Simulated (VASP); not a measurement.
# MgO (Fm-3m) in VASP: single point with r2SCAN

Aim: the single point of MgO with r2SCAN.

All numbers are computed with VASP 6.6.1; they aren't measurements. Logs are shortened: lines on timing, memory, paths and dates and some standing lists are left out, and cuts for length are marked.

**1. The cell of the first run**

The structure is cubic, space group Fm-3m (No. 225). The conventional cell has a = 4.275 Å, b = 4.275 Å, c = 4.275 Å, α = 90.00°, β = 90.00°, γ = 90.00°. Within 2.8 Å of Mg (site symmetry m-3m) lie 6 O at 2.14 Å. Within 2.8 Å of O (site symmetry m-3m) lie 6 Mg at 2.14 Å.

**2. Single point, r2SCAN**

The input, POSCAR:

```
MgO
1.0
    0.0000000000      2.1377436300      2.1377436300
    2.1377436300      0.0000000000      2.1377436300
    2.1377436300      2.1377436300      0.0000000000
Mg O
1 1
Direct
    0.0000000000      0.0000000000      0.0000000000
    0.5000000000      0.5000000000      0.5000000000
```

The input, INCAR.step1:

```
SYSTEM = MgO
PREC = Accurate ; ENCUT = 750
ISMEAR = -1 ; SIGMA = 0.0493
LREAL = .False. ; LASPH = .True.
NELM = 120 ; NBANDS = 15
GGA = PE ; ALGO = Normal
EDIFF = 1E-5 ; LWAVE = .True.
LCHARG = .False. ; GGA_COMPAT = .False.
```

The input, INCAR.step2:

```
SYSTEM = MgO
PREC = Accurate ; ENCUT = 750
EDIFF = 1E-6 ; ISMEAR = -1
SIGMA = 0.0493 ; LREAL = .False.
LASPH = .True. ; NELM = 120
ALGO = Normal ; ISIF = 2
LWAVE = .False. ; LCHARG = .False.
METAGGA = R2SCAN ; LMIXTAU = .True.
NBANDS = 15 ; ISTART = 1
GGA_COMPAT = .False.
```

The input, KPOINTS:

```
regular mesh
0
Gamma
  10 10 10
  0 0 0
```

Potentials or basis: VASP PAW PBE potentials, release 64 (Mg_sv, O).

Launch:

```bash
cat potpaw_PBE.64/Mg_sv/POTCAR potpaw_PBE.64/O/POTCAR > POTCAR
cp INCAR.step1 INCAR
mpirun -np 1 vasp_std > vasp.out
cp INCAR.step2 INCAR
mpirun -np 1 vasp_std > vasp.out
```

OUTCAR:

```text
SYSTEM = MgO
   PREC = Accurate
   ENCUT = 750
   EDIFF = 1E-6
   ISMEAR = -1
   LREAL = .False.
   LASPH = .True.
   NELM = 120
   ISIF = 2
   METAGGA = R2SCAN
   ISTART = 1

 ion  position               nearest neighbor table
   1  0.000  0.000  0.000-
   2  0.500  0.500  0.500-

  LATTYP: Found a face centered cubic cell.
 ALAT       =     4.2754872600

  Lattice vectors:

 A1 = (   0.0000000000,   2.1377436300,   2.1377436300)
 A2 = (   2.1377436300,   0.0000000000,   2.1377436300)
 A3 = (   2.1377436300,   2.1377436300,   0.0000000000)

Analysis of symmetry for initial positions (statically):
=====================================================================
 Subroutine PRICEL returns:
 Original cell was already a primitive cell.

 Routine SETGRP: Setting up the symmetry group for a
 face centered cubic supercell.

 Subroutine GETGRP returns: Found 48 space group operations
 (whereof 48 operations were pure point group operations)
 out of a pool of 48 trial point group operations.

The static configuration has the point symmetry O_h .

Analysis of symmetry for dynamics (positions and initial velocities):
=====================================================================
 Subroutine PRICEL returns:
 Original cell was already a primitive cell.

 Routine SETGRP: Setting up the symmetry group for a
 face centered cubic supercell.

 Subroutine GETGRP returns: Found 48 space group operations
 (whereof 48 operations were pure point group operations)
 out of a pool of 48 trial point group operations.

The dynamic configuration has the point symmetry O_h .

 Subroutine INISYM returns: Found 48 space group operations
 (whereof 48 operations are pure point group operations),
 and found     1 'primitive' translations

----------------------------------------------------------------------------------------

                                     Primitive cell

  volume of cell :      19.5388

  direct lattice vectors                    reciprocal lattice vectors
     0.000000000  2.137743630  2.137743630    -0.233891470  0.233891470  0.233891470
     2.137743630  0.000000000  2.137743630     0.233891470 -0.233891470  0.233891470
     2.137743630  2.137743630  0.000000000     0.233891470  0.233891470 -0.233891470

  length of vectors
     3.023226034  3.023226034  3.023226034     0.405111909  0.405111909  0.405111909

  position of ions in fractional coordinates (direct lattice)
     0.000000000  0.000000000  0.000000000
     0.500000000  0.500000000  0.500000000

  ion indices of the primitive-cell ions
   primitive index   ion index
                 1           1
                 2           2

----------------------------------------------------------------------------------------

 KPOINTS: regular mesh

Automatic generation of k-mesh.
 Grid dimensions read from file:
 generate k-points for:   10   10   10

 Generating k-lattice:

  Cartesian coordinates                     Fractional coordinates (reciprocal lattice)
    -0.023389147  0.023389147  0.023389147     0.100000000  0.000000000  0.000000000
     0.023389147 -0.023389147  0.023389147     0.000000000  0.100000000  0.000000000
     0.023389147  0.023389147 -0.023389147     0.000000000  0.000000000  0.100000000

  Length of vectors
     0.040511191  0.040511191  0.040511191

  Shift w.r.t. Gamma in fractional coordinates (k-lattice)
     0.000000000  0.000000000  0.000000000

 Subroutine IBZKPT returns following result:
 ===========================================

 Found     47 irreducible k-points:

 Following reciprocal coordinates:
            Coordinates               Weight
  0.000000  0.000000  0.000000      1.000000
  0.100000  0.000000  0.000000      8.000000
  0.200000  0.000000  0.000000      8.000000
  0.300000  0.000000  0.000000      8.000000
  0.400000  0.000000  0.000000      8.000000
  0.500000  0.000000  0.000000      4.000000
[... 16 lines left out ...]
  0.300000  0.300000  0.000000      6.000000
  0.400000  0.300000  0.000000     24.000000
 [... further k-points ...]
   k-points           NKPTS =     47   k-points in BZ     NKDIM =     47   number of bands    NBANDS=     15
   number of dos      NEDOS =    301   number of ions     NIONS =      2
   total plane-waves  NPLWV =  21952
   dimension x,y,z NGX =    28 NGY =   28 NGZ =   28
   dimension x,y,z NGXF=    56 NGYF=   56 NGZF=   56
   ions per type =               1   1
   NGX,Y,Z   is equivalent  to a cutoff of  15.40, 15.40, 15.40 a.u.
   NGXF,Y,Z  is equivalent  to a cutoff of  30.79, 30.79, 30.79 a.u.
 SYSTEM =  MgO
   PREC   = accura    normal or accurate (medium, high low for compatibility)
   ISTART =      1    job   : 0-new  1-cont  2-samecut
   ICHARG =      0    charge: 1-file 2-atom 10-const
   ISPIN  =      1    spin polarized calculation?
   LNONCOLLINEAR =      F non collinear calculations
   LSORBIT =      F    spin-orbit coupling
   LASPH  =      T    aspherical Exc in radial PAW
   ENCUT  =  750.0 eV  55.12 Ry    7.42 a.u.   6.75  6.75  6.75*2*pi/ulx,y,z
   NELM   =    120;   NELMIN=  2; NELMDL=  0     # of ELM steps
   EDIFF  = 0.1E-05   stopping-criterion for ELM
   LREAL  =      F    real-space projection
   EDIFFG = 0.1E-04   stopping-criterion for IOM
   NSW    =      0    number of steps for IOM
   IBRION =     -1    ionic relax: 0-MD 1-quasi-New 2-CG
   NFREE  =      0    steps in history (QN), initial steepest desc. (CG)
   ISIF   =      2    stress and relaxation
   ISYM   =      2    0-nonsym 1-usesym 2-fastsym
   POTIM  = 0.5000    time-step for ionic-motion
   TEBEG  =    0.0;   TEEND  =   0.0 temperature during run
   PSTRESS=    0.0 pullay stress
   NELECT =      16.0000    total number of electrons
   NUPDOWN=      -1.0000    fix difference up-down
   EMIN   =  10.00;   EMAX   =-10.00  energy-range for DOS
   EFERMI =   0.00;   METHOD = LEGACY
   ISMEAR =    -1;   SIGMA  =   0.05  broadening in eV -4-tet -1-fermi 0-gaus
   EFERMI_NEDOS =   21; number of points for ismear=-14 and -15
   IALGO  =     38    algorithm
   IMIX   =      4    mixing-type and parameters
     AMIX     =   0.40;   BMIX     =  1.00
     AMIX_MAG =   1.60;   BMIX_MAG =  1.00
  volume/ion in A,a.u.               =       9.77        65.93
  Fermi-wavevector in a.u.,A,eV,Ry     =   1.531614  2.894330 31.917093  2.345840
  Thomas-Fermi vector in A             =   2.638934
   LORBIT       =      0    0 simple, 1 ext, 2 COOP (PROOUT), +10 PAW based schemes
   METAGGA = R2SCAN    functional components
   LHFCALC =     F    Hartree Fock is set to
   AEXX    =    0.0000 exact exchange contribution
   IVDW    =     0    specifies the selected vdW correction
   LEPSILON=     F    determine dielectric tensor
   LRPA    =     F    only Hartree local field effects (RPA)
 non-spin polarized calculation
  energy-cutoff  :      750.00
  volume of cell :       19.54
 maximum number of plane-waves:       941
   NGX = 13   NGY = 13   NGZ = 13

 number of electron      15.9999999 magnetization

 Free energy of the ion-electron system (eV)
  ---------------------------------------------------
  ext. energy  EPLUGINS =         0.00000000
  ---------------------------------------------------
  free energy    TOTEN  =       -16.14535225 eV

  energy without entropy =      -16.14535225  energy(sigma->0) =      -16.14535225

 E-fermi :   3.2582     XC(G=0): -11.7940

 val. band max:        2.2008277763   @ k =   0.0000   0.0000   0.0000
 cond. band min:       7.4101321594   @ k =   0.0000   0.0000   0.0000
 fundamental gap:      5.2093043831
 Fermi energy:         3.2582322125

 k-point     1 :       0.0000    0.0000    0.0000
  band No.  band energies     occupation
      1     -72.9418      2.00000
      2     -38.0368      2.00000
      3     -38.0368      2.00000
      4     -38.0368      2.00000
      5     -15.7657      2.00000
      6       2.2008      2.00000
      7       2.2008      2.00000
      8       2.2008      2.00000
      9       7.4101      0.00000
     10      18.7954      0.00000
     11      18.7954      0.00000
     12      18.7954      0.00000
     13      22.7717      0.00000
     14      24.5610      0.00000
     15      24.5610      0.00000

 k-point     2 :       0.1000    0.0000    0.0000
  band No.  band energies     occupation
      1     -72.9411      2.00000
      2     -38.0432      2.00000
      3     -38.0372      2.00000
      4     -38.0372      2.00000
      5     -15.6675      2.00000
      6       1.5880      2.00000
      7       2.1366      2.00000
      8       2.1366      2.00000
      9       8.0239      0.00000
     10      17.5585      0.00000
     11      19.0328      0.00000
     12      19.0328      0.00000
     13      23.8087      0.00000
     14      23.8087      0.00000
     15      24.4036      0.00000

 k-point     3 :       0.2000    0.0000    0.0000
  band No.  band energies     occupation
      1     -72.9395      2.00000
      2     -38.0609      2.00000
      3     -38.0389      2.00000
      4     -38.0389      2.00000
      5     -15.3998      2.00000
      6       0.3228      2.00000
      7       1.9733      2.00000
      8       1.9733      2.00000
      9       9.2365      0.00000
     10      16.0346      0.00000
     11      19.5036      0.00000
     12      19.5036      0.00000
     13      23.1035      0.00000
     14      23.1035      0.00000
     15      25.3170      0.00000

 k-point     4 :       0.3000    0.0000    0.0000
  band No.  band energies     occupation
      1     -72.9375      2.00000
      2     -38.0825      2.00000
      3     -38.0410      2.00000
      4     -38.0410      2.00000
      5     -15.0434      2.00000
      6      -0.9447      2.00000
      7       1.7805      2.00000
      8       1.7805      2.00000
      9      10.2375      0.00000
     10      15.3075      0.00000
     11      19.5938      0.00000
     12      19.5938      0.00000
     13      23.5680      0.00000
     14      23.5680      0.00000
     15      24.7353      0.00000
[... 307 lines left out ...]
 k-point    22 :      -0.2000    0.2000    0.0000
  band No.  band energies     occupation
      1     -72.9368      2.00000
      2     -38.0785      2.00000
      3     -38.0539      2.00000
      4     -38.0403      2.00000
      5     -14.9411      2.00000
      6      -0.7581      2.00000
      7       0.9363      2.00000
      8       1.7773      2.00000
      9      11.1729      0.00000
     10      14.8862      0.00000
     11      18.0560      0.00000
     12      20.7666      0.00000
     13      21.4767      0.00000
     14      24.4420      0.00000
     15      27.9056      0.00000

 k-point    23 :       0.3000    0.3000    0.0000
  band No.  band energies     occupation
      1     -72.9361      2.00000
      2     -38.0765      2.00000
      3     -38.0517      2.00000
      4     -38.0517      2.00000
      5     -14.8722      2.00000
      6      -0.8099      2.00000
      7       1.2982      2.00000
      8       1.2982      2.00000
      9      11.5997      0.00000
     10      13.4811      0.00000
     11      17.4010      0.00000
     12      20.9037      0.00000
     13      20.9037      0.00000
     14      27.2276      0.00000
     15      30.3096      0.00000

 k-point    24 :       0.4000    0.3000    0.0000
  band No.  band energies     occupation
      1     -72.9348      2.00000
      2     -38.0851      2.00000
      3     -38.0561      2.00000
      4     -38.0541      2.00000
      5     -14.6569      2.00000
      6      -1.2132      2.00000
      7       0.9534      2.00000
      8       1.1551      2.00000
      9      12.3882      0.00000
     10      13.1913      0.00000
     11      16.5616      0.00000
     12      21.1469      0.00000
     13      21.3542      0.00000
     14      27.9782      0.00000
     15      29.8351      0.00000

 [... further k-points ...]
[... 5 lines left out ...]
  --------------------------------------------------------------------------------------
  -------------------------------------------------------------------------------------
  Total       -0.9210033     -0.9210033     -0.9210033      0.0000000      0.0000000      0.0000000
  in kB      -75.5222493    -75.5222493    -75.5222493      0.0000000      0.0000000      0.0000000
  external PRESSURE =     -75.5222493 kB  Pullay stress =       0.0000000 kB

 VOLUME and BASIS-vectors are now :
 -----------------------------------------------------------------------------
  energy-cutoff  :      750.00
  volume of cell :       19.54
      direct lattice vectors                 reciprocal lattice vectors
     0.000000000  2.137743630  2.137743630    -0.233891470  0.233891470  0.233891470
     2.137743630  0.000000000  2.137743630     0.233891470 -0.233891470  0.233891470
     2.137743630  2.137743630  0.000000000     0.233891470  0.233891470 -0.233891470

 POSITION                                       TOTAL-FORCE (eV/Angst)
 -----------------------------------------------------------------------------------
      0.00000      0.00000      0.00000        -0.000000     -0.000000     -0.000000
      2.13774      2.13774      2.13774         0.000000      0.000000      0.000000
 -----------------------------------------------------------------------------------
    total drift:                                0.000000      0.000000      0.000000

  FREE ENERGIE OF THE ION-ELECTRON SYSTEM (eV)
  ---------------------------------------------------
  free  energy   TOTEN  =       -16.1453522522 eV

  energy  without entropy=      -16.1453522522  energy(sigma->0) =      -16.14535225
```

Wall time 60 s (1 thread of Intel Xeon Platinum 8488C (Sapphire Rapids), shared host); peak memory 0.17 GiB.

Results:

```yaml
Free_energy: -16.1454 eV
Pressure: -7.6 GPa
Band_gap_on_the_k_mesh: 5.21 eV
```

Caveat: the cell stands under tension; the PAW data sets were made with another functional, which shifts forces and pressure a little.
